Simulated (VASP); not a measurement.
# SiC (P1) in VASP: single point with PBE

Aim: the single point of SiC with PBE.

Program: VASP 6.6.1. These are calculated values, not measurements. Logs are shortened: lines on timing, memory, paths and dates and some standing lists are left out, and cuts for length are marked.

### 1 The cell of the first run

The typed cell holds 4 atoms: a = 3.092 Å, b = 3.092 Å, c = 5.074 Å, α = 90.00°, β = 90.00°, γ = 120.00°.

### 2 Single point, PBE (atom 3 (C) moved +0.525 Å along Cartesian [1 1 0])

INCAR reads:

```
SYSTEM = SiC
PREC = Accurate
ENCUT = 600
EDIFF = 1E-6
ISMEAR = 0
SIGMA = 0.05
LREAL = .FALSE.
LASPH = .TRUE.
NELM = 120
ALGO = Normal
ISIF = 2
LWAVE = .FALSE.
LCHARG = .FALSE.
GGA = PE
NBANDS = 16
GGA_COMPAT = .FALSE.
```

KPOINTS reads:

```
regular mesh
0
G
  12 12 6
  0 0 0
```

POSCAR reads:

```
SiC
1.0
    3.0919867344      0.0000000000      0.0000000000
   -1.5459933672      2.6777390602      0.0000000000
    0.0000000000      0.0000000000      5.0737646004
Si C
2 2
Direct
    0.3333333333      0.6666666667      0.0045636718
    0.6666666667      0.3333333333      0.5045636718
    0.5227136454      0.8053026770      0.3804363282
    0.6666666667      0.3333333333      0.8804363282
```

Potentials or basis: VASP PAW PBE potentials, release 64 (Si, C).

Launch:

```sh
> cat potpaw_PBE.64/Si/POTCAR potpaw_PBE.64/C/POTCAR > POTCAR
> mpirun -np 1 vasp_std > vasp.out
```

OUTCAR:

```text
SYSTEM = SiC
   PREC = Accurate
   ENCUT = 600
   EDIFF = 1E-6
   ISMEAR = 0
   LREAL = .FALSE.
   LASPH = .TRUE.
   NELM = 120
   ISIF = 2
   GGA = PE

 ion  position               nearest neighbor table
   1  0.333  0.667  0.005-   4 1.89   4 1.89   4 1.89   3 1.98   2 3.10   2 3.10   2 3.10   2 3.10
                             2 3.10   2 3.10
   2  0.667  0.333  0.505-   3 1.59   3 1.84   4 1.91   3 2.38   1 3.10   1 3.10   1 3.10   1 3.10
                             1 3.10   1 3.10
   3  0.523  0.805  0.380-   2 1.59   2 1.84   1 1.98   2 2.38
   4  0.667  0.333  0.880-   1 1.89   1 1.89   1 1.89   2 1.91

  LATTYP: Found a hexagonal cell.
 ALAT       =     3.0919867344
 C/A-ratio  =     1.6409399639

  Lattice vectors:

 A1 = (   3.0919867344,   0.0000000000,   0.0000000000)
 A2 = (  -1.5459933672,   2.6777390602,   0.0000000000)
 A3 = (   0.0000000000,   0.0000000000,   5.0737646004)

Analysis of symmetry for initial positions (statically):
=====================================================================
 Subroutine PRICEL returns:
 Original cell was already a primitive cell.

 Routine SETGRP: Setting up the symmetry group for a
 hexagonal supercell.

 Subroutine GETGRP returns: Found  1 space group operations
 (whereof  1 operations were pure point group operations)
 out of a pool of 24 trial point group operations.

The static configuration has the point symmetry C_1 .

Analysis of symmetry for dynamics (positions and initial velocities):
=====================================================================
 Subroutine PRICEL returns:
 Original cell was already a primitive cell.

 Routine SETGRP: Setting up the symmetry group for a
 hexagonal supercell.

 Subroutine GETGRP returns: Found  1 space group operations
 (whereof  1 operations were pure point group operations)
 out of a pool of 24 trial point group operations.

The dynamic configuration has the point symmetry C_1 .

 Subroutine INISYM returns: Found  1 space group operations
 (whereof  1 operations are pure point group operations),
 and found     1 'primitive' translations

----------------------------------------------------------------------------------------

                                     Primitive cell

  volume of cell :      42.0084

  direct lattice vectors                    reciprocal lattice vectors
     3.091986734  0.000000000  0.000000000     0.323416653  0.186724692  0.000000000
    -1.545993367  2.677739060  0.000000000     0.000000000  0.373449383  0.000000000
     0.000000000  0.000000000  5.073764600     0.000000000  0.000000000  0.197092313

  length of vectors
     3.091986734  3.091986734  5.073764600     0.373449383  0.373449383  0.197092313

  position of ions in fractional coordinates (direct lattice)
     0.333333333  0.666666667  0.004563672
     0.666666667  0.333333333  0.504563672
     0.522713645  0.805302677  0.380436328
     0.666666667  0.333333333  0.880436328

  ion indices of the primitive-cell ions
   primitive index   ion index
                 1           1
                 2           2
                 3           3
                 4           4

----------------------------------------------------------------------------------------

 KPOINTS: regular mesh

Automatic generation of k-mesh.
 Grid dimensions read from file:
 generate k-points for:   12   12    6

 Generating k-lattice:

  Cartesian coordinates                     Fractional coordinates (reciprocal lattice)
     0.026951388  0.015560391  0.000000000     0.083333333  0.000000000  0.000000000
     0.000000000  0.031120782  0.000000000     0.000000000  0.083333333  0.000000000
     0.000000000  0.000000000  0.032848719     0.000000000  0.000000000  0.166666667

  Length of vectors
     0.031120782  0.031120782  0.032848719

  Shift w.r.t. Gamma in fractional coordinates (k-lattice)
     0.000000000  0.000000000  0.000000000

 Subroutine IBZKPT returns following result:
 ===========================================

 Found    436 irreducible k-points:

 Following reciprocal coordinates:
            Coordinates               Weight
  0.000000  0.000000  0.000000      1.000000
  0.083333  0.000000  0.000000      2.000000
  0.000000  0.083333  0.000000      2.000000
 -0.083333  0.083333  0.000000      2.000000
  0.166667  0.000000  0.000000      2.000000
  0.000000  0.166667  0.000000      2.000000
[... 16 lines left out ...]
  0.166667  0.083333  0.000000      2.000000
 -0.083333  0.250000  0.000000      2.000000
 [... further k-points ...]
   k-points           NKPTS =    436   k-points in BZ     NKDIM =    436   number of bands    NBANDS=     16
   number of dos      NEDOS =    301   number of ions     NIONS =      4
   total plane-waves  NPLWV =  32928
   dimension x,y,z NGX =    28 NGY =   28 NGZ =   42
   dimension x,y,z NGXF=    56 NGYF=   56 NGZF=   84
   ions per type =               2   2
   NGX,Y,Z   is equivalent  to a cutoff of  15.05, 15.05, 13.76 a.u.
   NGXF,Y,Z  is equivalent  to a cutoff of  30.11, 30.11, 27.52 a.u.
 SYSTEM =  SiC
   PREC   = accura    normal or accurate (medium, high low for compatibility)
   ISTART =      0    job   : 0-new  1-cont  2-samecut
   ICHARG =      2    charge: 1-file 2-atom 10-const
   ISPIN  =      1    spin polarized calculation?
   LNONCOLLINEAR =      F non collinear calculations
   LSORBIT =      F    spin-orbit coupling
   LASPH  =      T    aspherical Exc in radial PAW
   ENCUT  =  600.0 eV  44.10 Ry    6.64 a.u.   6.18  6.18 10.13*2*pi/ulx,y,z
   NELM   =    120;   NELMIN=  2; NELMDL= -5     # of ELM steps
   EDIFF  = 0.1E-05   stopping-criterion for ELM
   LREAL  =      F    real-space projection
   EDIFFG = 0.1E-04   stopping-criterion for IOM
   NSW    =      0    number of steps for IOM
   IBRION =     -1    ionic relax: 0-MD 1-quasi-New 2-CG
   NFREE  =      0    steps in history (QN), initial steepest desc. (CG)
   ISIF   =      2    stress and relaxation
   ISYM   =      2    0-nonsym 1-usesym 2-fastsym
   POTIM  = 0.5000    time-step for ionic-motion
   TEBEG  =    0.0;   TEEND  =   0.0 temperature during run
   PSTRESS=    0.0 pullay stress
   NELECT =      16.0000    total number of electrons
   NUPDOWN=      -1.0000    fix difference up-down
   EMIN   =  10.00;   EMAX   =-10.00  energy-range for DOS
   EFERMI =   0.00;   METHOD = LEGACY
   ISMEAR =     0;   SIGMA  =   0.05  broadening in eV -4-tet -1-fermi 0-gaus
   EFERMI_NEDOS =   21; number of points for ismear=-14 and -15
   IALGO  =     38    algorithm
   IMIX   =      4    mixing-type and parameters
     AMIX     =   0.40;   BMIX     =  1.00
     AMIX_MAG =   1.60;   BMIX_MAG =  1.00
  volume/ion in A,a.u.               =      10.50        70.87
  Fermi-wavevector in a.u.,A,eV,Ry     =   1.186687  2.242513 19.160071  1.408225
  Thomas-Fermi vector in A             =   2.322854
   LORBIT       =      0    0 simple, 1 ext, 2 COOP (PROOUT), +10 PAW based schemes
   GGA     = PE    functional components
   LHFCALC =     F    Hartree Fock is set to
   AEXX    =    0.0000 exact exchange contribution
   IVDW    =     0    specifies the selected vdW correction
   LEPSILON=     F    determine dielectric tensor
   LRPA    =     F    only Hartree local field effects (RPA)
 non-spin polarized calculation
 Gauss-broadening in eV      SIGMA  =   0.05
  energy-cutoff  :      600.00
  volume of cell :       42.01
 maximum number of plane-waves:      1420
 NGX is ok and might be reduce to    28
   NGX = 13   NGY = 13   NGZ = 21

 number of electron      16.0000000 magnetization

 Free energy of the ion-electron system (eV)
  ---------------------------------------------------
  ext. energy  EPLUGINS =         0.00000000
  ---------------------------------------------------
  free energy    TOTEN  =       -28.22327282 eV

  energy without entropy =      -28.22327282  energy(sigma->0) =      -28.22327282

 E-fermi :   9.3168     XC(G=0): -11.2946

 val. band max:        9.0819312086   @ k =   0.0000   0.0000   0.0000
 cond. band min:       9.8521735996   @ k =  -0.4167  -0.2500   0.0000
 fundamental gap:      0.7702423910
 Fermi energy:         9.3167712638

 k-point     1 :       0.0000    0.0000    0.0000
  band No.  band energies     occupation
      1      -7.4173      2.00000
      2      -3.9711      2.00000
      3      -0.5022      2.00000
      4       5.4478      2.00000
      5       7.2147      2.00000
      6       7.6377      2.00000
[... 8 lines left out ...]
     15      18.0992      0.00000
     16      18.5572      0.00000

 k-point     2 :       0.0833    0.0000    0.0000
  band No.  band energies     occupation
      1      -7.3021      2.00000
      2      -3.8710      2.00000
      3      -0.3960      2.00000
      4       5.3233      2.00000
      5       6.4876      2.00000
      6       7.5098      2.00000
[... 8 lines left out ...]
     15      17.8040      0.00000
     16      18.2499      0.00000

 k-point     3 :       0.0000    0.0833    0.0000
  band No.  band energies     occupation
      1      -7.2975      2.00000
      2      -3.8715      2.00000
      3      -0.3905      2.00000
      4       5.0035      2.00000
      5       6.8726      2.00000
      6       7.3064      2.00000
[... 8 lines left out ...]
     15      17.7528      0.00000
     16      18.1277      0.00000

 k-point     4 :      -0.0833    0.0833    0.0000
  band No.  band energies     occupation
      1      -7.2987      2.00000
      2      -3.8710      2.00000
      3      -0.3919      2.00000
      4       5.0452      2.00000
      5       6.8469      2.00000
      6       7.3476      2.00000
[... 8 lines left out ...]
     15      17.8044      0.00000
     16      18.5240      0.00000
[... 324 lines left out ...]
 k-point    22 :      -0.1667    0.0833    0.0000
  band No.  band energies     occupation
      1      -7.0713      2.00000
      2      -3.6743      2.00000
      3      -0.1851      2.00000
      4       4.7816      2.00000
      5       5.6968      2.00000
      6       7.0517      2.00000
[... 8 lines left out ...]
     15      17.4893      0.00000
     16      18.1030      0.00000

 k-point    23 :       0.1667    0.0833    0.0000
  band No.  band energies     occupation
      1      -6.6202      2.00000
      2      -3.3012      2.00000
      3       0.2117      2.00000
      4       3.8018      2.00000
      5       4.5694      2.00000
      6       6.3569      2.00000
[... 8 lines left out ...]
     15      17.7486      0.00000
     16      18.4453      0.00000

 k-point    24 :      -0.0833    0.2500    0.0000
  band No.  band energies     occupation
      1      -6.5827      2.00000
      2      -3.3121      2.00000
      3       0.2443      2.00000
      4       2.9838      2.00000
      5       5.2513      2.00000
      6       5.9467      2.00000
[... 8 lines left out ...]
     15      17.4168      0.00000
     16      17.9933      0.00000

 [... further k-points ...]

------------------------ aborting loop because EDIFF is reached ----------------------------------------

  FORCE on cell =-STRESS in cart. coord.  units (eV):
  Direction    XX          YY          ZZ          XY          YZ          ZX
  --------------------------------------------------------------------------------------
  -------------------------------------------------------------------------------------
  Total        0.3635099      7.8696456      0.9872622     -2.8968663      2.9464095     -1.4348794
  in kB       13.8640676    300.1439333     37.6536341   -110.4848799    112.3744291    -54.7255080
  external PRESSURE =     117.2205450 kB  Pullay stress =       0.0000000 kB

 VOLUME and BASIS-vectors are now :
 -----------------------------------------------------------------------------
  energy-cutoff  :      600.00
  volume of cell :       42.01
      direct lattice vectors                 reciprocal lattice vectors
     3.091986734  0.000000000  0.000000000     0.323416653  0.186724692  0.000000000
    -1.545993367  2.677739060  0.000000000     0.000000000  0.373449383  0.000000000
     0.000000000  0.000000000  5.073764600     0.000000000  0.000000000  0.197092313

 POSITION                                       TOTAL-FORCE (eV/Angst)
 -----------------------------------------------------------------------------------
     -0.00000      1.78516      0.02315         0.787042      0.827947      0.474990
      1.54599      0.89258      2.56004        -0.364574      7.305473      3.388976
      0.37123      2.15639      1.93024        -0.416516     -8.261831     -3.790955
      1.54599      0.89258      4.46713        -0.005952      0.128411     -0.073011
 -----------------------------------------------------------------------------------
    total drift:                               -0.000142      0.000557      0.000494

  FREE ENERGIE OF THE ION-ELECTRON SYSTEM (eV)
  ---------------------------------------------------
  free  energy   TOTEN  =       -28.2232728186 eV

  energy  without entropy=      -28.2232728186  energy(sigma->0) =      -28.22327282
```

It took 11 min on 1 thread of Oxide Virtual Turin-like, shared host; peak memory 0.37 GiB.

Results:

```
Free energy            : -28.2233 eV
Pressure               : 11.7 GPa
Largest force          : 9.100 eV/Å
Band gap on the k mesh : 0.77 eV (least direct gap 2.95 eV)
```

Forces on the atoms (eV/Å):
```
Si   0.787  0.828  0.475
Si  -0.365  7.305  3.389
C   -0.417 -8.262 -3.791
C   -0.006  0.128 -0.073
```

Caveat: the cell differs from its parent crystal (atom 3 (C) moved +0.525 Å along Cartesian [1 1 0]); the stress differs along the axes, from 1 to 30 GPa; semilocal functionals underestimate gaps, and a narrow one can read as zero; forces of over 1 eV/Å act on the atoms, so gaps and moduli don't describe the material at rest. A k mesh can miss the band edges.
